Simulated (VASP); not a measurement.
# Ti18H in VASP: single point with PBE+D3(BJ)

Aim: the single point of Ti18H with PBE+D3(BJ).

All numbers are computed with VASP 6.6.1; they aren't measurements. Logs are shortened: lines on timing, memory, paths and dates and some standing lists are left out, and cuts for length are marked.

## Step 1: The cell of the first run

The cell holds a slab with vacuum, 19 atoms: a = 5.900 Å, b = 8.850 Å, c = 15.685 Å, α = 90.00°, β = 90.00°, γ = 60.00°.

## Step 2: Single point, PBE+D3(BJ)

Input file INCAR:

```
SYSTEM = Ti18H
ALGO = Normal ; EDIFF = 1E-6
ENCUT = 520 ; GGA = PE
ISIF = 2 ; ISMEAR = -1
IVDW = 12 ; LASPH = .TRUE.
LCHARG = .FALSE. ; LREAL = Auto
LWAVE = .FALSE. ; NBANDS = 124
NELM = 80 ; PREC = Accurate
SIGMA = 0.1
```

Input file KPOINTS:

```
k-points
0
G
  3 2 1
  0 0 0
```

Input file POSCAR:

```
Ti18H
1.0
    5.9000000000      0.0000000000      0.0000000000
    4.4250000000      7.6643250000      0.0000000000
    0.0000000000      0.0000000000     15.6846000000
Ti H
18 1
Direct
    0.0000000000      0.0000000000      0.0637568000
    0.5000000000      0.0000000000      0.0637568000
    0.0000000000      0.3333333000      0.0637568000
    0.5000000000      0.3333333000      0.0637568000
    0.0000000000      0.6666667000      0.0637568000
    0.5000000000      0.6666667000      0.0637568000
   -0.1683297991      0.2231252135      0.2030197869
    0.3345635115      0.2220314601      0.2039119412
   -0.1648342337      0.5556342511      0.2032646038
    0.3329571929      0.5540287258      0.2036260406
   -0.1641054112      0.8869678505      0.2032114483
    0.3304745201      0.8912607367      0.2028486029
   -0.0029294670      0.0015316340      0.3432371026
    0.5042542544     -0.0026401120      0.3424298225
    0.0023408915      0.3359592837      0.3447544371
    0.4946201201      0.3355005637      0.3457414513
    0.0032377012      0.6625421094      0.3456754025
    0.4993419468      0.6682366729      0.3412338443
    0.1665055206      0.4438344103      0.4138306400
```

Potentials or basis: VASP PAW PBE potentials, release 64 (Ti_sv, H).

Started as:

```console
$ cat potpaw_PBE.64/Ti_sv/POTCAR potpaw_PBE.64/H/POTCAR > POTCAR
$ mpirun -np 1 vasp_std > vasp.out
```

OUTCAR:

```text
SYSTEM = Ti18H
   EDIFF = 1E-6
   ENCUT = 520
   GGA = PE
   ISIF = 2
   ISMEAR = -1
   IVDW = 12
   LASPH = .TRUE.
   LREAL = Auto
   NELM = 80
   PREC = Accurate
 IVDW          = 12

 ion  position               nearest neighbor table
   1  0.000  0.000  0.064-  12 2.76  11 2.77   7 2.77
   2  0.500  0.000  0.064-  12 2.77   8 2.78  11 2.78
   3  0.000  0.333  0.064-   7 2.77   9 2.77   8 2.78
   4  0.500  0.333  0.064-   7 2.76  10 2.77   8 2.78
   5  0.000  0.667  0.064-  11 2.76   9 2.77  10 2.78
   6  0.500  0.667  0.064-   9 2.78  12 2.78  10 2.79
   7  0.832  0.223  0.203-   4 2.76   3 2.77   1 2.77  13 2.78  15 2.82  16 2.82
   8  0.335  0.222  0.204-  14 2.77   4 2.78   2 2.78   3 2.78  15 2.79  16 2.79
   9  0.835  0.556  0.203-  18 2.76   5 2.77   3 2.77   6 2.78  15 2.79  17 2.79
  10  0.333  0.554  0.204-  18 2.76   4 2.77   5 2.78   6 2.79  16 2.79  17 2.79
  11  0.836  0.887  0.203-   5 2.76  14 2.76   1 2.77  13 2.78   2 2.78  17 2.82
  12  0.330  0.891  0.203-   1 2.76  18 2.76   2 2.77  14 2.77   6 2.78  13 2.78
  13  0.997  0.002  0.343-  11 2.78   7 2.78  12 2.78
  14  0.504  0.997  0.342-  11 2.76   8 2.77  12 2.77
  15  0.002  0.336  0.345-   9 2.79   8 2.79   7 2.82  17 2.89  16 2.90
  16  0.495  0.336  0.346-  10 2.79   8 2.79   7 2.82  17 2.90  15 2.90
  17  0.003  0.663  0.346-  10 2.79   9 2.79  11 2.82  15 2.89  16 2.90
  18  0.499  0.668  0.341-   9 2.76  12 2.76  10 2.76
  19  0.167  0.444  0.414-

  LATTYP: Found a simple monoclinic cell.
 ALAT       =     5.9000000000
 B/A-ratio  =     2.6584067797
 C/A-ratio  =     1.3228756849
 COS(beta)  =    -0.1889822323

  Lattice vectors:

 A1 = (   5.9000000000,   0.0000000000,   0.0000000000)
 A2 = (   0.0000000000,   0.0000000000, -15.6846000000)
 A3 = (  -1.4750000000,   7.6643250000,   0.0000000000)

Analysis of symmetry for initial positions (statically):
=====================================================================
 Subroutine PRICEL returns:
 Original cell was already a primitive cell.

 Routine SETGRP: Setting up the symmetry group for a
 simple monoclinic supercell.

 Subroutine GETGRP returns: Found  1 space group operations
 (whereof  1 operations were pure point group operations)
 out of a pool of  4 trial point group operations.

The static configuration has the point symmetry C_1 .

Analysis of symmetry for dynamics (positions and initial velocities):
=====================================================================
 Subroutine PRICEL returns:
 Original cell was already a primitive cell.

 Routine SETGRP: Setting up the symmetry group for a
 simple monoclinic supercell.

 Subroutine GETGRP returns: Found  1 space group operations
 (whereof  1 operations were pure point group operations)
 out of a pool of  4 trial point group operations.

The dynamic configuration has the point symmetry C_1 .

 Subroutine INISYM returns: Found  1 space group operations
 (whereof  1 operations are pure point group operations),
 and found     1 'primitive' translations

----------------------------------------------------------------------------------------

                                     Primitive cell

  volume of cell :     709.2500

  direct lattice vectors                    reciprocal lattice vectors
     5.900000000  0.000000000  0.000000000     0.169491525 -0.097855976  0.000000000
     4.425000000  7.664325000  0.000000000     0.000000000  0.130474634  0.000000000
     0.000000000  0.000000000 15.684600000     0.000000000  0.000000000  0.063756806

  length of vectors
     5.900000000  8.850000153 15.684600000     0.195711955  0.130474634  0.063756806

  position of ions in fractional coordinates (direct lattice)
     0.000000000  0.000000000  0.063756800
     0.500000000  0.000000000  0.063756800
     0.000000000  0.333333300  0.063756800
     0.500000000  0.333333300  0.063756800
     0.000000000  0.666666700  0.063756800
     0.500000000  0.666666700  0.063756800
[... 11 lines left out ...]
     0.499341947  0.668236673  0.341233844
[... 47 lines left out ...]
|           W    W    AA    RRRRR   N    N  II  N    N   GGGG   !!!           |
|           W    W   A  A   R    R  NN   N  II  NN   N  G    G  !!!           |
|           W    W  A    A  R    R  N N  N  II  N N  N  G       !!!           |
|           W WW W  AAAAAA  RRRRR   N  N N  II  N  N N  G  GGG   !            |
|           WW  WW  A    A  R   R   N   NN  II  N   NN  G    G                |
|           W    W  A    A  R    R  N    N  II  N    N   GGGG   !!!           |
|                                                                             |
|     Your reciprocal lattice and k-lattice belong to different lattice       |
|     classes:                                                                |
|                                                                             |
|        The reciprocal lattice is simple monoclinic,                         |
|        whereas your k-lattice is hexagonal.                                 |
|                                                                             |
|     Results are often still useful ...                                      |
|                                                                             |
 -----------------------------------------------------------------------------

 Subroutine IBZKPT returns following result:
 ===========================================

 Found      4 irreducible k-points:

 Following reciprocal coordinates:
            Coordinates               Weight
  0.000000  0.000000  0.000000      1.000000
  0.333333  0.000000  0.000000      2.000000
  0.000000  0.500000  0.000000      1.000000
  0.333333  0.500000  0.000000      2.000000
   k-points           NKPTS =      4   k-points in BZ     NKDIM =      4   number of bands    NBANDS=    124
   number of dos      NEDOS =    301   number of ions     NIONS =     19
   total plane-waves  NPLWV = 403200
   dimension x,y,z NGX =    48 NGY =   70 NGZ =  120
   dimension x,y,z NGXF=    96 NGYF=  140 NGZF=  240
   ions per type =              18   1
   NGX,Y,Z   is equivalent  to a cutoff of  13.53, 13.15, 12.72 a.u.
   NGXF,Y,Z  is equivalent  to a cutoff of  27.05, 26.30, 25.44 a.u.
 SYSTEM =  Ti18H
   PREC   = accura    normal or accurate (medium, high low for compatibility)
   ISTART =      0    job   : 0-new  1-cont  2-samecut
   ICHARG =      2    charge: 1-file 2-atom 10-const
   ISPIN  =      1    spin polarized calculation?
   LNONCOLLINEAR =      F non collinear calculations
   LSORBIT =      F    spin-orbit coupling
   LASPH  =      T    aspherical Exc in radial PAW
   ENCUT  =  520.0 eV  38.22 Ry    6.18 a.u.  10.97 16.46 29.16*2*pi/ulx,y,z
   NELM   =     80;   NELMIN=  2; NELMDL= -5     # of ELM steps
   EDIFF  = 0.1E-05   stopping-criterion for ELM
   LREAL  =      T    real-space projection
   EDIFFG = 0.1E-04   stopping-criterion for IOM
   NSW    =      0    number of steps for IOM
   IBRION =     -1    ionic relax: 0-MD 1-quasi-New 2-CG
   NFREE  =      0    steps in history (QN), initial steepest desc. (CG)
   ISIF   =      2    stress and relaxation
   ISYM   =      2    0-nonsym 1-usesym 2-fastsym
   POTIM  = 0.5000    time-step for ionic-motion
   TEBEG  =    0.0;   TEEND  =   0.0 temperature during run
   PSTRESS=    0.0 pullay stress
   NELECT =     217.0000    total number of electrons
   NUPDOWN=      -1.0000    fix difference up-down
   EMIN   =  10.00;   EMAX   =-10.00  energy-range for DOS
   EFERMI =   0.00;   METHOD = LEGACY
   ISMEAR =    -1;   SIGMA  =   0.10  broadening in eV -4-tet -1-fermi 0-gaus
   EFERMI_NEDOS =   21; number of points for ismear=-14 and -15
   IALGO  =     38    algorithm
   IMIX   =      4    mixing-type and parameters
     AMIX     =   0.40;   BMIX     =  1.00
     AMIX_MAG =   1.60;   BMIX_MAG =  1.00
  volume/ion in A,a.u.               =      37.33       251.91
  Fermi-wavevector in a.u.,A,eV,Ry     =   1.103134  2.084621 16.556994  1.216905
  Thomas-Fermi vector in A             =   2.239588
   LORBIT       =      0    0 simple, 1 ext, 2 COOP (PROOUT), +10 PAW based schemes
   GGA     = PE    functional components
   LHFCALC =     F    Hartree Fock is set to
   AEXX    =    0.0000 exact exchange contribution
   IVDW    =    12    specifies the selected vdW correction
   LEPSILON=     F    determine dielectric tensor
   LRPA    =     F    only Hartree local field effects (RPA)
 non-spin polarized calculation
  energy-cutoff  :      520.00
  volume of cell :      709.25
 maximum number of plane-waves:     19110
 NGX is ok and might be reduce to    48
   NGX = 21   NGY = 33   NGZ = 59

 number of electron     216.9999997 magnetization

 Free energy of the ion-electron system (eV)
  ---------------------------------------------------
  ext. energy  EPLUGINS =         0.00000000
  ---------------------------------------------------
  free energy    TOTEN  =      -134.71261737 eV

  energy without entropy =     -133.43288436  energy(sigma->0) =     -134.07275087

 E-fermi :   1.4462     XC(G=0):  -6.2852

 val. band max:        1.4306791772   @ k =   0.0000   0.0000   0.0000
 cond. band min:       1.4823593446   @ k =   0.0000   0.0000   0.0000
 fundamental gap:      0.0516801674
 Fermi energy:         1.4461993931

 k-point     1 :       0.0000    0.0000    0.0000
  band No.  band energies     occupation
      1     -55.4522      2.00000
      2     -55.4286      2.00000
      3     -55.4031      2.00000
      4     -55.3869      2.00000
      5     -55.3774      2.00000
      6     -55.3748      2.00000
[... 481 lines left out ...]
    119       1.8913      0.02307
    120       2.0373      0.00540
 [bands above 120 left out]

------------------------ aborting loop because EDIFF is reached ----------------------------------------

 Edisp (eV)   -7.44826

 E8    (eV) :    -3.6666

  FORCE on cell =-STRESS in cart. coord.  units (eV):
  Direction    XX          YY          ZZ          XY          YZ          ZX
  --------------------------------------------------------------------------------------
  -------------------------------------------------------------------------------------
  Total     -13.59722   -13.55627    -0.75851    -0.08994    -0.01286     0.00144
  in kB     -30.71577   -30.62325    -1.71344    -0.20316    -0.02905     0.00326
  external pressure =      -21.02 kB  Pullay stress =        0.00 kB

 VOLUME and BASIS-vectors are now :
 -----------------------------------------------------------------------------
  energy-cutoff  :      520.00
  volume of cell :      709.25
      direct lattice vectors                 reciprocal lattice vectors
     5.900000000  0.000000000  0.000000000     0.169491525 -0.097855976  0.000000000
     4.425000000  7.664325000  0.000000000     0.000000000  0.130474634  0.000000000
     0.000000000  0.000000000 15.684600000     0.000000000  0.000000000  0.063756806

 POSITION                                       TOTAL-FORCE (eV/Angst)
 -----------------------------------------------------------------------------------
      0.00000      0.00000      1.00000        -0.010436      0.000305     -0.029912
      2.95000      0.00000      1.00000         0.013670     -0.008597     -0.006993
      1.47500      2.55477      1.00000        -0.002945     -0.014517      0.059219
      4.42500      2.55477      1.00000        -0.010026     -0.009127      0.026239
      2.95000      5.10955      1.00000         0.021444      0.015841      0.004301
      5.90000      5.10955      1.00000        -0.005375      0.020177      0.023149
[... 11 lines left out ...]
      5.90306      5.12158      5.35212         0.003641      0.003770     -0.008943
      2.94635      3.40169      6.49077        -0.000366      0.000593     -0.005593
 -----------------------------------------------------------------------------------
    total drift:                               -0.019243     -0.007705     -0.010007

  FREE ENERGIE OF THE ION-ELECTRON SYSTEM (eV)
  ---------------------------------------------------
  free  energy   TOTEN  =      -142.1608744685 eV

  energy  without entropy=     -140.8811414587  energy(sigma->0) =     -141.52100796
```

Run time: 23 min. Hardware: 1 thread of Intel Xeon Platinum 8259CL at 2.50GHz (Skylake/Cascade Lake), shared host; peak memory 0.87 GiB.

What came out:

```
Free energy                : -142.1609 eV
Largest force              : 0.061 eV/Å
Dispersion energy per atom : -0.392 eV
```

Forces in eV/Å, atoms in the order of the input:
```
Ti  -0.010  0.000 -0.030
Ti   0.014 -0.009 -0.007
Ti  -0.003 -0.015  0.059
Ti  -0.010 -0.009  0.026
Ti   0.021  0.016  0.004
Ti  -0.005  0.020  0.023
Ti   0.001  0.008 -0.001
Ti  -0.005  0.010  0.000
Ti   0.005  0.007  0.008
Ti   0.006 -0.001  0.005
Ti  -0.006 -0.012  0.008
Ti  -0.002 -0.008 -0.006
Ti   0.002  0.007 -0.005
Ti  -0.001 -0.005 -0.016
Ti   0.014  0.006 -0.017
Ti  -0.013 -0.007 -0.021
Ti  -0.010 -0.013 -0.016
Ti   0.004  0.004 -0.009
H    0.000  0.001 -0.006
```

Caveat: the k points lie up to 0.41 Å⁻¹ apart.
